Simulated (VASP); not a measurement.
# Li (P2_1) in VASP: single point with PBE

Aim: the single point of Li with PBE.

Program: VASP 6.6.1. These are calculated values, not measurements. Logs are shortened: lines on timing, memory, paths and dates and some standing lists are left out, and cuts for length are marked.

## (1) The cell of the first run

The structure is monoclinic, space group P2_1 (No. 4). The conventional cell has a = 4.407 Å, b = 4.851 Å, c = 4.493 Å, α = 90.00°, β = 90.60°, γ = 90.00°. Within 3.5 Å of Li (site symmetry 1) lie 6 Li at 2.62 to 3.04 Å. Li (site symmetry 1) has 6 Li at 2.62 to 3.04 Å within 3.5 Å.

## (2) Single point, PBE (strained and its atoms moved)

File INCAR:

```
SYSTEM = Li
  PREC = Accurate
  ENCUT = 520
  EDIFF = 1E-6
  ISMEAR = 0
  SIGMA = 0.1
  LREAL = .False.
  LASPH = .True.
  NELM = 100
  ALGO = Fast
  ISIF = 2
  LWAVE = .False.
  LCHARG = .True.
  GGA = PE
  LELF = .True.
  LVHAR = .True.
  NBANDS = 14
```

File KPOINTS:

```
Automatic mesh
0
Gamma
  8 8 8
  0 0 0
```

File POSCAR:

```
Li
1.0
    4.4070005438     -0.0232967229      0.0000000000
   -0.0232967229      4.4934166862      0.0000000000
    0.0000000000      0.0000000000      4.8511082450
Li
4
Direct
    0.8665902000      0.0930413522      0.6139783506
    0.3844707495      0.3463779993      0.3860216494
    0.1155292505      0.6536220007      0.8860216494
    0.6334098000      0.9069586478      0.1139783506
```

Potentials or basis: VASP PAW PBE potentials, release 64 (Li_sv).

The run is started by

```sh
$ cat potpaw_PBE.64/Li_sv/POTCAR > POTCAR
$ mpirun -np 1 vasp_std > vasp.out
```

OUTCAR:

```text
SYSTEM = Li
   PREC = Accurate
   ENCUT = 520
   EDIFF = 1E-6
   ISMEAR = 0
   LREAL = .False.
   LASPH = .True.
   NELM = 100
   ISIF = 2
   GGA = PE

 ion  position               nearest neighbor table
   1  0.867  0.093  0.614-
   2  0.384  0.346  0.386-
   3  0.116  0.654  0.886-
   4  0.633  0.907  0.114-

  LATTYP: Found a simple monoclinic cell.
 ALAT       =     4.4070621201
 B/A-ratio  =     1.1007578547
 C/A-ratio  =     1.0196082914
 COS(beta)  =    -0.0104706465

  Lattice vectors:

 A1 = (   4.4070005438,  -0.0232967229,   0.0000000000)
 A2 = (   0.0000000000,   0.0000000000,  -4.8511082450)
 A3 = (  -0.0232967229,   4.4934166862,   0.0000000000)

Analysis of symmetry for initial positions (statically):
=====================================================================
 Subroutine PRICEL returns:
 Original cell was already a primitive cell.

 Routine SETGRP: Setting up the symmetry group for a
 simple monoclinic supercell.

 Subroutine GETGRP returns: Found  2 space group operations
 (whereof  1 operations were pure point group operations)
 out of a pool of  4 trial point group operations.

The static configuration has the point symmetry C_1 .
 The point group associated with its full space group is C_2 .

Analysis of symmetry for dynamics (positions and initial velocities):
=====================================================================
 Subroutine PRICEL returns:
 Original cell was already a primitive cell.

 Routine SETGRP: Setting up the symmetry group for a
 simple monoclinic supercell.

 Subroutine GETGRP returns: Found  2 space group operations
 (whereof  1 operations were pure point group operations)
 out of a pool of  4 trial point group operations.

The dynamic configuration has the point symmetry C_1 .
 The point group associated with its full space group is C_2 .

 Subroutine INISYM returns: Found  2 space group operations
 (whereof  1 operations are pure point group operations),
 and found     1 'primitive' translations

----------------------------------------------------------------------------------------

                                     Primitive cell

  volume of cell :      96.0614

  direct lattice vectors                    reciprocal lattice vectors
     4.407000544 -0.023296723  0.000000000     0.226917923  0.001176486  0.000000000
    -0.023296723  4.493416686  0.000000000     0.001176486  0.222553900  0.000000000
     0.000000000  0.000000000  4.851108245     0.000000000  0.000000000  0.206138464

  length of vectors
     4.407062120  4.493477078  4.851108245     0.226920972  0.222557010  0.206138464

  position of ions in fractional coordinates (direct lattice)
     0.866590200  0.093041352  0.613978351
     0.384470749  0.346377999  0.386021649
     0.115529251  0.653622001  0.886021649
     0.633409800  0.906958648  0.113978351

  ion indices of the primitive-cell ions
   primitive index   ion index
                 1           1
                 2           2
                 3           3
                 4           4

----------------------------------------------------------------------------------------

 KPOINTS: Automatic mesh

Automatic generation of k-mesh.
 Grid dimensions read from file:
 generate k-points for:    8    8    8

 Generating k-lattice:

  Cartesian coordinates                     Fractional coordinates (reciprocal lattice)
     0.028364740  0.000147061  0.000000000     0.125000000  0.000000000  0.000000000
     0.000147061  0.027819238  0.000000000     0.000000000  0.125000000  0.000000000
     0.000000000  0.000000000  0.025767308     0.000000000  0.000000000  0.125000000

  Length of vectors
     0.028365122  0.027819626  0.025767308

  Shift w.r.t. Gamma in fractional coordinates (k-lattice)
     0.000000000  0.000000000  0.000000000

 Subroutine IBZKPT returns following result:
 ===========================================

 Found    170 irreducible k-points:

 Following reciprocal coordinates:
            Coordinates               Weight
  0.000000  0.000000  0.000000      1.000000
  0.125000 -0.000000  0.000000      2.000000
  0.250000 -0.000000  0.000000      2.000000
  0.375000 -0.000000  0.000000      2.000000
  0.500000 -0.000000  0.000000      1.000000
 -0.000000  0.125000  0.000000      2.000000
[... 16 lines left out ...]
  0.125000  0.375000  0.000000      2.000000
  0.250000  0.375000  0.000000      2.000000
 [... further k-points ...]
   k-points           NKPTS =    170   k-points in BZ     NKDIM =    170   number of bands    NBANDS=     14
   number of dos      NEDOS =    301   number of ions     NIONS =      4
   total plane-waves  NPLWV =  46656
   dimension x,y,z NGX =    36 NGY =   36 NGZ =   36
   dimension x,y,z NGXF=    72 NGYF=   72 NGZF=   72
   ions per type =               4
   NGX,Y,Z   is equivalent  to a cutoff of  13.58, 13.32, 12.34 a.u.
   NGXF,Y,Z  is equivalent  to a cutoff of  27.16, 26.64, 24.67 a.u.
 SYSTEM =  Li
   PREC   = accura    normal or accurate (medium, high low for compatibility)
   ISTART =      0    job   : 0-new  1-cont  2-samecut
   ICHARG =      2    charge: 1-file 2-atom 10-const
   ISPIN  =      1    spin polarized calculation?
   LNONCOLLINEAR =      F non collinear calculations
   LSORBIT =      F    spin-orbit coupling
   LASPH  =      T    aspherical Exc in radial PAW
   ENCUT  =  520.0 eV  38.22 Ry    6.18 a.u.   8.19  8.35  9.02*2*pi/ulx,y,z
   NELM   =    100;   NELMIN=  2; NELMDL= -5     # of ELM steps
   EDIFF  = 0.1E-05   stopping-criterion for ELM
   LREAL  =      F    real-space projection
   EDIFFG = 0.1E-04   stopping-criterion for IOM
   NSW    =      0    number of steps for IOM
   IBRION =     -1    ionic relax: 0-MD 1-quasi-New 2-CG
   NFREE  =      0    steps in history (QN), initial steepest desc. (CG)
   ISIF   =      2    stress and relaxation
   ISYM   =      2    0-nonsym 1-usesym 2-fastsym
   POTIM  = 0.5000    time-step for ionic-motion
   TEBEG  =    0.0;   TEEND  =   0.0 temperature during run
   PSTRESS=    0.0 pullay stress
   NELECT =      12.0000    total number of electrons
   NUPDOWN=      -1.0000    fix difference up-down
   EMIN   =  10.00;   EMAX   =-10.00  energy-range for DOS
   EFERMI =   0.00;   METHOD = LEGACY
   ISMEAR =     0;   SIGMA  =   0.10  broadening in eV -4-tet -1-fermi 0-gaus
   EFERMI_NEDOS =   21; number of points for ismear=-14 and -15
   IALGO  =     68    algorithm
   IMIX   =      4    mixing-type and parameters
     AMIX     =   0.40;   BMIX     =  1.00
     AMIX_MAG =   1.60;   BMIX_MAG =  1.00
  volume/ion in A,a.u.               =      24.02       162.06
  Fermi-wavevector in a.u.,A,eV,Ry     =   0.818375  1.546504  9.112331  0.669737
  Thomas-Fermi vector in A             =   1.928990
   LORBIT       =      0    0 simple, 1 ext, 2 COOP (PROOUT), +10 PAW based schemes
   GGA     = PE    functional components
   LHFCALC =     F    Hartree Fock is set to
   AEXX    =    0.0000 exact exchange contribution
   IVDW    =     0    specifies the selected vdW correction
   LEPSILON=     F    determine dielectric tensor
   LRPA    =     F    only Hartree local field effects (RPA)
 non-spin polarized calculation
 RMM-DIIS sequential band-by-band and
 Gauss-broadening in eV      SIGMA  =   0.10
  energy-cutoff  :      520.00
  volume of cell :       96.06
 maximum number of plane-waves:      2612
 NGX is ok and might be reduce to    36
   NGX = 17   NGY = 17   NGZ = 19

 number of electron      12.0000008 magnetization

 Free energy of the ion-electron system (eV)
  ---------------------------------------------------
  ext. energy  EPLUGINS =         0.00000000
  ---------------------------------------------------
  free energy    TOTEN  =        -6.48346813 eV

  energy without entropy =       -6.47409756  energy(sigma->0) =       -6.47878285

 E-fermi :   0.2947     XC(G=0):  -6.6270

 val. band max:        0.2935379476   @ k =   0.2500   0.2500   0.0000
 cond. band min:       0.2950016801   @ k =   0.2500   0.2500   0.2500
 fundamental gap:      0.0014637325
 Fermi energy:         0.2946697396

 k-point     1 :       0.0000    0.0000    0.0000
  band No.  band energies     occupation
      1     -47.0306      2.00000
      2     -47.0195      2.00000
      3     -46.9435      2.00000
      4     -46.9303      2.00000
      5      -3.1148      2.00000
      6       1.5641      0.00000
      7       2.0085      0.00000
      8       2.6723      0.00000
      9       2.7047      0.00000
     10       2.8495      0.00000
     11       2.8711      0.00000
     12       7.1207      0.00000
     13       7.9391      0.00000
     14       8.1944      0.00000

 k-point     2 :       0.1250   -0.0000    0.0000
  band No.  band energies     occupation
      1     -47.0301      2.00000
      2     -47.0197      2.00000
      3     -46.9440      2.00000
      4     -46.9302      2.00000
      5      -3.0216      2.00000
      6       1.4849      0.00000
      7       1.6288      0.00000
      8       2.0709      0.00000
      9       2.7192      0.00000
     10       2.8436      0.00000
     11       4.2299      0.00000
     12       6.6492      0.00000
     13       7.5398      0.00000
     14       7.6396      0.00000

 k-point     3 :       0.2500   -0.0000    0.0000
  band No.  band energies     occupation
      1     -47.0287      2.00000
      2     -47.0201      2.00000
      3     -46.9450      2.00000
      4     -46.9300      2.00000
      5      -2.7417      2.00000
      6       0.2695      1.27771
      7       1.7956      0.00000
      8       2.2290      0.00000
      9       2.9031      0.00000
     10       3.1525      0.00000
     11       5.1534      0.00000
     12       5.7306      0.00000
     13       6.6850      0.00000
     14       7.0416      0.00000
[... 324 lines left out ...]
 k-point    23 :       0.1250    0.3750    0.0000
  band No.  band energies     occupation
      1     -47.0276      2.00000
      2     -47.0212      2.00000
      3     -46.9449      2.00000
      4     -46.9300      2.00000
      5      -2.2043      2.00000
      6      -0.7679      2.00000
      7       1.8733      0.00000
      8       2.3750      0.00000
      9       2.6028      0.00000
     10       3.9088      0.00000
     11       4.7570      0.00000
     12       5.3956      0.00000
     13       5.9667      0.00000
     14       7.2523      0.00000

 k-point    24 :       0.2500    0.3750    0.0000
  band No.  band energies     occupation
      1     -47.0275      2.00000
      2     -47.0202      2.00000
      3     -46.9460      2.00000
      4     -46.9300      2.00000
      5      -1.9247      2.00000
      6      -0.5356      2.00000
      7       1.0203      0.00000
      8       2.2455      0.00000
      9       2.5554      0.00000
     10       3.4780      0.00000
     11       4.7102      0.00000
     12       5.4487      0.00000
     13       6.5464      0.00000
     14       7.2345      0.00000

 [... further k-points ...]
[... 5 lines left out ...]
  --------------------------------------------------------------------------------------
  -------------------------------------------------------------------------------------
  Total       -0.1891089     -0.5984096     -0.0421921     -0.8613131      0.0000000      0.0000000
  in kB       -3.1540875     -9.9806826     -0.7037083    -14.3655668      0.0000000      0.0000000
  external PRESSURE =      -4.6128261 kB  Pullay stress =       0.0000000 kB

 VOLUME and BASIS-vectors are now :
 -----------------------------------------------------------------------------
  energy-cutoff  :      520.00
  volume of cell :       96.06
      direct lattice vectors                 reciprocal lattice vectors
     4.407000544 -0.023296723  0.000000000     0.226917923  0.001176486  0.000000000
    -0.023296723  4.493416686  0.000000000     0.001176486  0.222553900  0.000000000
     0.000000000  0.000000000  4.851108245     0.000000000  0.000000000  0.206138464

 POSITION                                       TOTAL-FORCE (eV/Angst)
 -----------------------------------------------------------------------------------
      3.81690      0.39788      2.97848         0.060925      0.061872      0.005847
      1.68629      1.54746      1.87263        -0.239190      0.463633     -0.005847
      0.49391      2.93430      4.29819         0.239190     -0.463633     -0.005847
      2.77031      4.06059      0.55292        -0.060925     -0.061872      0.005847
 -----------------------------------------------------------------------------------
    total drift:                               -0.000000      0.000000     -0.000011

  FREE ENERGIE OF THE ION-ELECTRON SYSTEM (eV)
  ---------------------------------------------------
  free  energy   TOTEN  =        -6.4834681337 eV

  energy  without entropy=       -6.4740975646  energy(sigma->0) =       -6.47878285
```

Run time: 86 s. Hardware: 1 thread of Intel Xeon 6975P-C (Granite Rapids), shared host; peak memory 0.3 GiB.

Results:

- Free energy: -6.4835 eV
- Largest force: 0.522 eV/Å
- Band gap on the k mesh: zero (bands 6 and 7 overlap by 1.64 eV)

Forces in eV/Å, atoms in the order of the input:
```
Li   0.061  0.062  0.006
Li  -0.239  0.464 -0.006
Li   0.239 -0.464 -0.006
Li  -0.061 -0.062  0.006
```

Levels at points of the mesh, in eV from the Fermi level:
```
           k point  band 2  band 3  band 4  band 5  band 6  band 7  band 8  band 9  band 10  band 11
(0.00, 0.00, 0.00)  -47.31  -47.24  -47.22   -3.41    1.27    1.71    2.38    2.41     2.55     2.58
(0.50, 0.00, 0.00)  -47.32  -47.24  -47.22   -1.91   -1.91    1.76    2.24    3.15     3.62     4.30
(0.00, 0.50, 0.00)  -47.32  -47.24  -47.22   -2.00   -1.92    1.76    2.27    3.29     3.54     4.16
(0.50, 0.50, 0.00)  -47.31  -47.24  -47.22   -0.90   -0.79   -0.22    0.16    2.94     3.73     4.04
(0.00, 0.00, 0.50)  -47.32  -47.23  -47.23   -2.17   -2.17    2.47    2.47    3.41     3.41     4.72
(0.50, 0.00, 0.50)  -47.32  -47.23  -47.23   -0.97   -0.97   -0.36   -0.36    3.91     3.91     4.94
(0.00, 0.50, 0.50)  -47.32  -47.23  -47.23   -1.04   -1.04   -0.37   -0.37    3.88     3.88     5.32
(0.50, 0.50, 0.50)  -47.32  -47.23  -47.23    0.07    0.07    0.28    0.28    1.51     1.51     1.84
```

Caveat: the cell differs from its parent crystal (strained and its atoms moved); the cutoff is under 1.25 times the usual one of these potentials, so pressure, stress and relaxed cells hold a basis-set (Pulay) error.
